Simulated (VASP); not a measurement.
A run of VASP 6.6.1 is set up as follows.

File INCAR:

```
SYSTEM = SbAs
PREC = Accurate
ENCUT = 520
EDIFF = 1E-8
ISMEAR = -1
SIGMA = 0.15
LREAL = .False.
LASPH = .True.
NELM = 60
ALGO = Normal
ISIF = 2
LWAVE = .False.
LCHARG = .False.
NBANDS = 12
IBRION = 8
NSW = 1
```

KPOINTS

```
Automatic mesh
0
Gamma
  12 12 12
  0 0 0
```

Contents of POSCAR:

```
SbAs
1.0
    2.0249810413      1.1691233493      3.3063539016
   -2.0249810413      1.1691233493      3.3063539016
    0.0000000000     -2.3382466986      3.3063539016
Sb As
1 1
Direct
    0.5000000000      0.5000000000      0.5000000000
    0.0000000000      0.0000000000      0.0000000000
```

Potentials or basis: VASP PAW LDA potentials, release 64 (Sb, As).

Run with:

```sh
$ cat potpaw_LDA.64/Sb/POTCAR potpaw_LDA.64/As/POTCAR > POTCAR
$ mpirun -np 1 vasp_std > vasp.out
```

(1) What does it give for the highest phonon frequency at Γ?

(2) Estimate the most unstable mode.

Answers

(1) 0 cm⁻¹.

(2) 116i cm⁻¹.

Caveat: some modes are imaginary.
